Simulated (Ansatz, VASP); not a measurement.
Ge in VASP and in Ansatz

```
CELL_PARAMETERS angstrom
0.05658 2.85706 2.85706
2.85706 0.05658 2.85706
2.85706 2.85706 0.05658
ATOMIC_POSITIONS crystal
Ge 0.50000 0.50000 0.50000
Ge 0.75000 0.75000 0.75000
```

Change from the starting cell: equal xy, yz and zx shear strains of +2 %.

Alike in both runs: task single point; functional LDA; k mesh 10 × 10 × 10; occupations fermi-dirac, width 0.05 eV; no spin polarisation.

|  | VASP | Ansatz |
| --- | --- | --- |
| version | VASP 6.6.1 | Ansatz 0.2.0 |
| potentials or method | VASP PAW LDA potentials, release 64 (Ge_d), cutoff 520 eV | all-electron LAPW, scalar-relativistic |

VASP gave:

```
pressure (GPa)                                                : -1.1
traceless stress, the component that is largest in VASP (GPa) : -1.54
rms of the force components (eV/Å)                            : 0.144
```

Task: Estimate Ansatz's values.

Result: Pressure (GPa): -1.1; traceless stress, the component that is largest in VASP (GPa): -1.53; rms of the force components (eV/Å): 0.143.

LDA's correlation is that of Perdew and Zunger in VASP and of Perdew and Wang (1992) in Ansatz. Atom by atom the forces differ by 0.002 eV/Å (rms over components). Ansatz ran all-electron here, and VASP with PAW potentials.
